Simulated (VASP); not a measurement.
The system is Ti.

```xyz
1
Lattice="-1.6366 1.6366 1.6366 1.6366 -1.6366 1.6366 1.6366 1.6366 -1.6366" Properties=species:S:1:pos:R:3 pbc="T T T"
Ti    0.0000    0.0000    0.0000
```

This isn't the form of Ti at room conditions, which is hcp.

Base run:

* Program: VASP 6.6.1
* Functional: PBEsol
* Potentials or basis: VASP PAW PBE potentials, release 64 (Ti_sv)
* Cutoff: 520 eV
* k mesh: 22 × 22 × 22
* Occupations: gaussian, width 0.15 eV
* Spin: collinear spin
* Starting moments: [0.5] μB
* Fixed moment: 0.5 μB

Its results: pressure -5.5 GPa; site moments Ti +0.35 μB.

Question: The run is repeated on the same cell with these changes: fixed moment from 0.5 μB to 0.75 μB; moments at the start from [0.5] to [0.75]. What comes out?

Answer: Pressure -4.8 GPa; site moments Ti +0.52 μB.

Caveats: the cell stands under tension; the PAW data sets were made with another functional, which shifts forces and pressure a little; the total moment is fixed, so each spin has its own Fermi level and the state may be an excited one.
